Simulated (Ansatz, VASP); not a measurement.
## TaN in VASP and in Ansatz

```
Ta N
1.0
     0.00000    2.22300    2.22300
     2.22300    0.00000    2.22300
     2.22300    2.22300    0.00000
Ta N
1 1
Direct
  0.00000 0.00000 0.00000
  0.50000 0.50000 0.50000
```

Alike in both runs: task single point; functional PBE; k mesh 10 × 10 × 10; occupations fermi-dirac, width 0.0816 eV; no spin polarisation.

```csv
,VASP,Ansatz
version,VASP 6.6.1,Ansatz 0.2.0
potentials or method,"VASP PAW PBE potentials, release 64 (Ta_pv, N)","PAW with Ansatz's default frozen-core files, scalar-relativistic"
plane-wave cutoff (eV),520,420
valence electrons in the cell,16,18
```

```csv
,VASP,Ansatz,Ansatz less VASP
pressure (GPa),-5.5,-6.2,-0.72
```

The functional is the same, so the differences come from potentials, cutoffs and numerics. VASP's potentials hold 16 valence electrons a cell and Ansatz's 18, so a difference there can come from the potentials and not from the codes.

Spin-orbit coupling is off throughout.
